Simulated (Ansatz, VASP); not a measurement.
Two plane-wave programs on CsCl

File POSCAR:

```
CsCl
1.0
    4.0247076800      0.0000000000      0.0000000000
    0.0000000000      4.0247076800      0.0000000000
    0.0000000000      0.0000000000      4.0247076800
Cs Cl
1 1
Direct
    0.0000000000      0.0000000000      0.0000000000
    0.5000000000      0.5000000000      0.5000000000
```

Contents of INCAR.step1:

```
SYSTEM = CsCl
  PREC = Accurate
  ENCUT = 550
  ISMEAR = 0
  SIGMA = 0.02
  LREAL = .False.
  LASPH = .True.
  NELM = 120
  NBANDS = 15
  GGA = PE
  ALGO = Normal
  EDIFF = 1E-5
  LWAVE = .True.
  LCHARG = .False.
  GGA_COMPAT = .False.
```

File INCAR.step2:

```
SYSTEM = CsCl
  PREC = Accurate
  ENCUT = 550
  EDIFF = 1E-6
  ISMEAR = 0
  SIGMA = 0.02
  LREAL = .False.
  LASPH = .True.
  NELM = 120
  ALGO = Normal
  ISIF = 2
  LWAVE = .False.
  LCHARG = .False.
  METAGGA = R2SCAN
  LMIXTAU = .True.
  NBANDS = 15
  ISTART = 1
  GGA_COMPAT = .False.
```

The input KPOINTS:

```
Automatic mesh
0
Gamma
  6 6 6
  0 0 0
```

Input for Ansatz:

```yaml
crystal:
  lattice:
    - [4.02470768, 0.0, 0.0]
    - [0.0, 4.02470768, 0.0]
    - [0.0, 0.0, 4.02470768]
  atoms:
    - { symbol: Cs, position: [0.0, 0.0, 0.0] }
    - { symbol: Cl, position: [0.5, 0.5, 0.5] }
basis:
  ecutwfc: 500
kpoints:
  mp_grid: { grid: [6, 6, 6] }
hamiltonian:
  xc: r2scan
scf:
  occupations: { method: gaussian, width: 0.02 }
output:
  forces: true
  stress: true
  eigenvalues: true
  populations: true
```

Alike in both runs: task single point; functional r2SCAN; k mesh 6 × 6 × 6; occupations gaussian, width 0.02 eV; no spin polarisation.

|  | VASP | Ansatz |
| --- | --- | --- |
| version | VASP 6.6.1 | Ansatz 0.2.0 |
| potentials or method | VASP PAW PBE potentials, release 64 (Cs_sv, Cl), cutoff 550 eV | scalar-relativistic, plane waves, PAW |
| valence electrons in the cell | 16 | 16 |

Ansatz gave:

* gap on the k mesh at the Fermi level (eV): 5.82
* least direct gap on the mesh (eV): 5.82
* pressure (GPa): 1.9

Task: Estimate VASP's values.

Result: gap on the k mesh at the Fermi level (eV): 5.81; least direct gap on the mesh (eV): 5.81; pressure (GPa): 2.0.

VASP's potentials were made for PBE, not for r2SCAN. The functional is the same, so the differences come from potentials, cutoffs and numerics.

Neither program's run includes spin-orbit coupling.
